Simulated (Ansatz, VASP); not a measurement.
One calculation of Ag2ClF, two programs

Contents of INCAR:

```
SYSTEM = Ag2ClF
ALGO = Normal ; EDIFF = 1E-6
EDIFFG = -0.005 ; ENCUT = 600
GGA = PE ; IBRION = 2
ISIF = 3 ; ISMEAR = 0
IVDW = 12 ; LASPH = .True.
LCHARG = .False. ; LREAL = .False.
LWAVE = .False. ; NELM = 100
NSW = 100 ; PREC = Accurate
SIGMA = 0.1
```

The input KPOINTS:

```
k-points
0
Gamma
  12 12 12
  0 0 0
```

POSCAR

```
Ag2ClF
1.0
    1.9426401165      1.1215837942      5.3429270740
   -1.9426401165      1.1215837942      5.3429270740
    0.0000000000     -2.2431675884      5.3429270740
Ag Cl F
2 1 1
Direct
    0.2636985812      0.2636985812      0.2636985812
    0.7363014188      0.7363014188      0.7363014188
    0.5000000000      0.5000000000      0.5000000000
    0.0000000000      0.0000000000      0.0000000000
```

Input for Ansatz:

```yaml
crystal:
  lattice:
    - [1.9426402487, 1.1215838705, 5.3429259689]
    - [-1.9426402487, 1.1215838705, 5.3429259689]
    - [0.0, -2.243167741, 5.3429259689]
  atoms:
    - { symbol: Ag, position: [0.2636985916, 0.2636985916, 0.2636985916] }
    - { symbol: Ag, position: [0.7363014084, 0.7363014084, 0.7363014084] }
    - { symbol: Cl, position: [0.5, 0.5, 0.5] }
    - { symbol: F, position: [0.0, 0.0, 0.0] }
basis:
  ecutwfc: 420
kpoints:
  mp_grid: { grid: [12, 12, 12] }
hamiltonian:
  xc: pbe
  dispersion: d3bj
scf:
  occupations: { method: gaussian, width: 0.1 }
output:
  forces: true
  stress: true
  eigenvalues: true
relax:
  adjacent_minimum: "off"
  f_tol: 0.005
  max_steps: 80
  cell: { stress_tol: 0.05 }
```

Alike in both runs: task relaxation of cell and atoms; functional PBE; dispersion D3(BJ); k mesh 12 × 12 × 12; occupations gaussian, width 0.1 eV; no spin polarisation.

|  | VASP | Ansatz |
| --- | --- | --- |
| version | VASP 6.6.1 | Ansatz 0.2.0 |
| potentials or method | VASP PAW PBE potentials, release 64 (Ag, Cl, F), cutoff 600 eV | scalar-relativistic, plane waves, PAW |
| valence electrons in the cell | 36 | 52 |

```tsv
	VASP	Ansatz	Ansatz less VASP
gap on the k mesh at the Fermi level, each at its own relaxed structure (eV)	none	none	-
relaxed volume (Å³/atom)	17.31	17.39	+0.078
relaxed cell length with the largest relative difference (Å)	5.708	5.725	+0.0169
```

A gap of «none» marks a metal or a gap that the smearing closes. VASP's potentials hold 36 valence electrons a cell and Ansatz's 52, so a difference there can come from the potentials and not from the codes.
